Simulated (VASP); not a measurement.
# Pd (Fd-3m) in VASP: notebook

Pd is run at these levels: PBE; tasks: single point, relaxation of cell and atoms.

All numbers are computed with VASP 6.6.1; they aren't measurements. Logs are shortened: lines on timing, memory, paths and dates and some standing lists are left out, and cuts for length are marked.

## (1) The cell of the first run

It takes space group Fd-3m (No. 227, cubic). The conventional cell has a = 5.807 Å, b = 5.807 Å, c = 5.807 Å, α = 90.00°, β = 90.00°, γ = 90.00°. Within 3.3 Å of Pd (site symmetry -43m) lie 4 Pd at 2.51 Å.

## (2) Single point, PBE

The input, INCAR:

```
ALGO = Normal ; EDIFF = 1E-6
ENCUT = 520 ; GGA = PE
ISIF = 2 ; ISMEAR = -1
LASPH = True ; LCHARG = False
LREAL = False ; LWAVE = False
NBANDS = 17 ; NELM = 80
PREC = Accurate ; SIGMA = 0.03
```

The input, KPOINTS:

```
k-points
0
Gamma
  11 11 11
```

The input, POSCAR:

```
Pd
1.0
    0.0000000000      2.9036223927      2.9036223927
    2.9036223927      0.0000000000      2.9036223927
    2.9036223927      2.9036223927      0.0000000000
Pd
2
Direct
    0.0000000000      0.0000000000      0.0000000000
    0.2500000000      0.2500000000      0.2500000000
```

Potentials or basis: VASP PAW PBE potentials, release 64 (Pd).

The run is started by

```
$ cat potpaw_PBE.64/Pd/POTCAR > POTCAR
$ mpirun -np 1 vasp_std > vasp.out
```

OUTCAR:

```text
EDIFF = 1E-6
   ENCUT = 520
   GGA = PE
   ISIF = 2
   ISMEAR = -1
   LASPH = True
   LREAL = False
   NELM = 80
   PREC = Accurate

 ion  position               nearest neighbor table
   1  0.000  0.000  0.000-   2 2.51   2 2.51   2 2.51   2 2.51
   2  0.250  0.250  0.250-   1 2.51   1 2.51   1 2.51   1 2.51

  LATTYP: Found a face centered cubic cell.
 ALAT       =     5.8072447854

  Lattice vectors:

 A1 = (   0.0000000000,   2.9036223927,   2.9036223927)
 A2 = (   2.9036223927,   0.0000000000,   2.9036223927)
 A3 = (   2.9036223927,   2.9036223927,   0.0000000000)

Analysis of symmetry for initial positions (statically):
=====================================================================
 Subroutine PRICEL returns:
 Original cell was already a primitive cell.

 Routine SETGRP: Setting up the symmetry group for a
 face centered cubic supercell.

 Subroutine GETGRP returns: Found 48 space group operations
 (whereof 24 operations were pure point group operations)
 out of a pool of 48 trial point group operations.

The static configuration has the point symmetry T_d .
 The point group associated with its full space group is O_h .

Analysis of symmetry for dynamics (positions and initial velocities):
=====================================================================
 Subroutine PRICEL returns:
 Original cell was already a primitive cell.

 Routine SETGRP: Setting up the symmetry group for a
 face centered cubic supercell.

 Subroutine GETGRP returns: Found 48 space group operations
 (whereof 24 operations were pure point group operations)
 out of a pool of 48 trial point group operations.

The dynamic configuration has the point symmetry T_d .
 The point group associated with its full space group is O_h .

 Subroutine INISYM returns: Found 48 space group operations
 (whereof 24 operations are pure point group operations),
 and found     1 'primitive' translations

----------------------------------------------------------------------------------------

                                     Primitive cell

  volume of cell :      48.9610

  direct lattice vectors                    reciprocal lattice vectors
     0.000000000  2.903622393  2.903622393    -0.172198700  0.172198700  0.172198700
     2.903622393  0.000000000  2.903622393     0.172198700 -0.172198700  0.172198700
     2.903622393  2.903622393  0.000000000     0.172198700  0.172198700 -0.172198700

  length of vectors
     4.106342168  4.106342168  4.106342168     0.298256897  0.298256897  0.298256897

  position of ions in fractional coordinates (direct lattice)
     0.000000000  0.000000000  0.000000000
     0.250000000  0.250000000  0.250000000

  ion indices of the primitive-cell ions
   primitive index   ion index
                 1           1
                 2           2

----------------------------------------------------------------------------------------

 KPOINTS: k-points

Automatic generation of k-mesh.
 Grid dimensions read from file:
 generate k-points for:   11   11   11

 Generating k-lattice:

  Cartesian coordinates                     Fractional coordinates (reciprocal lattice)
    -0.015654427  0.015654427  0.015654427     0.090909091  0.000000000  0.000000000
     0.015654427 -0.015654427  0.015654427     0.000000000  0.090909091  0.000000000
     0.015654427  0.015654427 -0.015654427     0.000000000  0.000000000  0.090909091

  Length of vectors
     0.027114263  0.027114263  0.027114263

  Shift w.r.t. Gamma in fractional coordinates (k-lattice)
     0.000000000  0.000000000  0.000000000

 Subroutine IBZKPT returns following result:
 ===========================================

 Found     56 irreducible k-points:

 Following reciprocal coordinates:
            Coordinates               Weight
  0.000000  0.000000  0.000000      1.000000
  0.090909  0.000000  0.000000      8.000000
  0.181818  0.000000  0.000000      8.000000
  0.272727  0.000000  0.000000      8.000000
  0.363636  0.000000  0.000000      8.000000
  0.454545  0.000000  0.000000      8.000000
[... 16 lines left out ...]
 -0.272727  0.181818  0.000000     24.000000
 -0.181818  0.181818  0.000000     12.000000
 [... further k-points ...]
   k-points           NKPTS =     56   k-points in BZ     NKDIM =     56   number of bands    NBANDS=     17
   number of dos      NEDOS =    301   number of ions     NIONS =      2
   total plane-waves  NPLWV =  32768
   dimension x,y,z NGX =    32 NGY =   32 NGZ =   32
   dimension x,y,z NGXF=    64 NGYF=   64 NGZF=   64
   ions per type =               2
   NGX,Y,Z   is equivalent  to a cutoff of  12.96, 12.96, 12.96 a.u.
   NGXF,Y,Z  is equivalent  to a cutoff of  25.91, 25.91, 25.91 a.u.
 SYSTEM =  unknown system
   PREC   = accura    normal or accurate (medium, high low for compatibility)
   ISTART =      0    job   : 0-new  1-cont  2-samecut
   ICHARG =      2    charge: 1-file 2-atom 10-const
   ISPIN  =      1    spin polarized calculation?
   LNONCOLLINEAR =      F non collinear calculations
   LSORBIT =      F    spin-orbit coupling
   LASPH  =      T    aspherical Exc in radial PAW
   ENCUT  =  520.0 eV  38.22 Ry    6.18 a.u.   7.64  7.64  7.64*2*pi/ulx,y,z
   NELM   =     80;   NELMIN=  2; NELMDL= -5     # of ELM steps
   EDIFF  = 0.1E-05   stopping-criterion for ELM
   LREAL  =      F    real-space projection
   EDIFFG = 0.1E-04   stopping-criterion for IOM
   NSW    =      0    number of steps for IOM
   IBRION =     -1    ionic relax: 0-MD 1-quasi-New 2-CG
   NFREE  =      0    steps in history (QN), initial steepest desc. (CG)
   ISIF   =      2    stress and relaxation
   ISYM   =      2    0-nonsym 1-usesym 2-fastsym
   POTIM  = 0.5000    time-step for ionic-motion
   TEBEG  =    0.0;   TEEND  =   0.0 temperature during run
   PSTRESS=    0.0 pullay stress
   NELECT =      20.0000    total number of electrons
   NUPDOWN=      -1.0000    fix difference up-down
   EMIN   =  10.00;   EMAX   =-10.00  energy-range for DOS
   EFERMI =   0.00;   METHOD = LEGACY
   ISMEAR =    -1;   SIGMA  =   0.03  broadening in eV -4-tet -1-fermi 0-gaus
   EFERMI_NEDOS =   21; number of points for ismear=-14 and -15
   IALGO  =     38    algorithm
   IMIX   =      4    mixing-type and parameters
     AMIX     =   0.40;   BMIX     =  1.00
     AMIX_MAG =   1.60;   BMIX_MAG =  1.00
  volume/ion in A,a.u.               =      24.48       165.20
  Fermi-wavevector in a.u.,A,eV,Ry     =   1.214697  2.295445 20.075250  1.475489
  Thomas-Fermi vector in A             =   2.350108
   LORBIT       =      0    0 simple, 1 ext, 2 COOP (PROOUT), +10 PAW based schemes
   GGA     = PE    functional components
   LHFCALC =     F    Hartree Fock is set to
   AEXX    =    0.0000 exact exchange contribution
   IVDW    =     0    specifies the selected vdW correction
   LEPSILON=     F    determine dielectric tensor
   LRPA    =     F    only Hartree local field effects (RPA)
 non-spin polarized calculation
  energy-cutoff  :      520.00
  volume of cell :       48.96
 maximum number of plane-waves:      1363
   NGX = 15   NGY = 15   NGZ = 15

 number of electron      20.0000002 magnetization

 Free energy of the ion-electron system (eV)
  ---------------------------------------------------
  ext. energy  EPLUGINS =         0.00000000
  ---------------------------------------------------
  free energy    TOTEN  =        -8.16431233 eV

  energy without entropy =       -8.13850370  energy(sigma->0) =       -8.15140801

 E-fermi :   3.9017     XC(G=0):  -9.9129

 val. band max:        3.9012616933   @ k =  -0.4545   0.2727   0.0000
 cond. band min:       3.9065091844   @ k =  -0.1818   0.1818   0.0000
 fundamental gap:      0.0052474911
 Fermi energy:         3.9016935921

 k-point     1 :       0.0000    0.0000    0.0000
  band No.  band energies     occupation
      1      -0.5447      2.00000
      2       0.6404      2.00000
      3       0.6404      2.00000
      4       0.7642      2.00000
      5       0.7642      2.00000
      6       0.7642      2.00000
[... 9 lines left out ...]
     16      15.9231      0.00000
     17      15.9233      0.00000

 k-point     2 :       0.0909    0.0000    0.0000
  band No.  band energies     occupation
      1      -0.4272      2.00000
      2       0.5545      2.00000
      3       0.5545      2.00000
      4       0.7667      2.00000
      5       0.8810      2.00000
      6       0.8810      2.00000
[... 9 lines left out ...]
     16      16.5453      0.00000
     17      16.7162      0.00000

 k-point     3 :       0.1818    0.0000    0.0000
  band No.  band energies     occupation
      1      -0.1023      2.00000
      2       0.4839      2.00000
      3       0.4839      2.00000
      4       0.7850      2.00000
      5       1.0202      2.00000
      6       1.0202      2.00000
[... 9 lines left out ...]
     16      16.8886      0.00000
     17      17.2122      0.00000

 k-point     4 :       0.2727    0.0000    0.0000
  band No.  band energies     occupation
      1       0.3106      2.00000
      2       0.4799      2.00000
      3       0.4799      2.00000
      4       0.8528      2.00000
      5       1.0745      2.00000
      6       1.0745      2.00000
[... 9 lines left out ...]
     16      16.8485      0.00000
     17      16.8559      0.00000
[... 343 lines left out ...]
      1       0.3275      2.00000
      2       0.4382      2.00000
      3       0.8181      2.00000
      4       1.0349      2.00000
      5       1.1780      2.00000
      6       1.3906      2.00000
[... 9 lines left out ...]
     16      17.5405      0.00000
     17      17.6341      0.00000

 k-point    23 :      -0.2727    0.1818    0.0000
  band No.  band energies     occupation
      1       0.3508      2.00000
      2       0.3909      2.00000
      3       0.8471      2.00000
      4       0.9373      2.00000
      5       1.0384      2.00000
      6       1.4547      2.00000
[... 9 lines left out ...]
     16      17.3762      0.00000
     17      17.4228      0.00000

 k-point    24 :      -0.1818    0.1818    0.0000
  band No.  band energies     occupation
      1       0.3228      2.00000
      2       0.3799      2.00000
      3       0.7268      2.00000
      4       0.7873      2.00000
      5       0.9781      2.00000
      6       1.3715      2.00000
[... 9 lines left out ...]
     16      17.1335      0.00000
     17      17.1980      0.00000

 [... further k-points ...]
[... 5 lines left out ...]
  --------------------------------------------------------------------------------------
  -------------------------------------------------------------------------------------
  Total       -0.0834635     -0.0834635     -0.0834635      0.0000000      0.0000000      0.0000000
  in kB       -2.7312197     -2.7312197     -2.7312197      0.0000000      0.0000000      0.0000000
  external PRESSURE =      -2.7312197 kB  Pullay stress =       0.0000000 kB

 VOLUME and BASIS-vectors are now :
 -----------------------------------------------------------------------------
  energy-cutoff  :      520.00
  volume of cell :       48.96
      direct lattice vectors                 reciprocal lattice vectors
     0.000000000  2.903622393  2.903622393    -0.172198700  0.172198700  0.172198700
     2.903622393  0.000000000  2.903622393     0.172198700 -0.172198700  0.172198700
     2.903622393  2.903622393  0.000000000     0.172198700  0.172198700 -0.172198700

 POSITION                                       TOTAL-FORCE (eV/Angst)
 -----------------------------------------------------------------------------------
      0.00000      0.00000      0.00000        -0.000000     -0.000000     -0.000000
      1.45181      1.45181      1.45181         0.000000      0.000000      0.000000
 -----------------------------------------------------------------------------------
    total drift:                               -0.000000     -0.000000      0.000000

  FREE ENERGIE OF THE ION-ELECTRON SYSTEM (eV)
  ---------------------------------------------------
  free  energy   TOTEN  =        -8.1643123280 eV

  energy  without entropy=       -8.1385036988  energy(sigma->0) =       -8.15140801
```

Wall time 12 s (1 thread of Intel Xeon 6975P-C (Granite Rapids), shared host); peak memory 0.19 GiB.

Results:

- Free energy: -8.1643 eV
- Pressure: -0.3 GPa
- Band gap on the k mesh: zero (band 10 reaches 4.00 eV, above the bottom of band 11 at 3.66 eV)

## (3) Relaxation of cell and atoms, PBE

This run uses another cell than the first one, of 25.90 Å³/atom, 1.058 times its volume.

The input, INCAR:

```
ALGO = Normal
EDIFF = 1E-6
EDIFFG = -0.005
ENCUT = 600
GGA = PE
IBRION = 2
ISIF = 3
ISMEAR = -1
LASPH = T
LCHARG = F
LREAL = F
LWAVE = F
NELM = 100
NSW = 100
PREC = Accurate
SIGMA = 0.03
```

KPOINTS is that of step 2.

The input, POSCAR:

```
Pd
1.0
    0.0000000000      2.9588076502      2.9588076502
    2.9588076502      0.0000000000      2.9588076502
    2.9588076502      2.9588076502      0.0000000000
Pd
2
Direct
    0.0000000000      0.0000000000      0.0000000000
    0.2500000000      0.2500000000      0.2500000000
```

Potentials or basis: VASP PAW PBE potentials, release 64 (Pd).

The run is started by

```
$ cat potpaw_PBE.64/Pd/POTCAR > POTCAR
$ mpirun -np 1 vasp_std > vasp.out
```

It took 40 s on 1 thread of Intel Xeon 6975P-C (Granite Rapids), shared host; peak memory 0.23 GiB.

Results (log left out):

```yaml
Free_energy: -8.1653 eV
Relaxed_volume: 24.37 Å³/atom
Relaxed_cell: a = 4.100 Å, b = 4.100 Å, c = 4.100 Å, α = 60.00°, β = 60.00°, γ = 60.00°
Space_group_after_relaxing_to_0.05_Å: Fd-3m (No. 227)
Energy_gained_by_relaxing: 17.5 meV/atom
Ionic_steps: 3
Pressure_after_relaxing: 0.0 GPa
Band_gap_on_the_k_mesh: zero (band 10 reaches 4.05 eV, above the bottom of band 11 at 3.71 eV)
```

Step by step:
| step | energy change (eV) | largest force (eV/Å) | pressure (GPa) | volume (Å³) |
| --- | --- | --- | --- | --- |
| 1 | 0.0000 | 0.0000 | -3.43 | 51.81 |
| 2 | -0.0307 | 0.0000 | 1.44 | 47.76 |
| 3 | -0.0350 | 0.0000 | 0.00 | 48.74 |

Final structure:
```yaml
crystal:
  lattice:
    - [0.00000, 2.89929, 2.89929]
    - [2.89929, 0.00000, 2.89929]
    - [2.89929, 2.89929, 0.00000]
  atoms:
    - { symbol: Pd, position: [0.00000, 0.00000, 0.00000] }
    - { symbol: Pd, position: [0.25000, 0.25000, 0.25000] }
```

Levels at points of the mesh, in eV from the Fermi level:
```csv
k point,band 6,band 7,band 8,band 9,band 10,band 11,band 12,band 13,band 14
"(0.00, 0.00, 0.00)",-3.16,-1.29,-1.29,-1.29,-0.15,-0.15,11.60,11.60,11.60
```
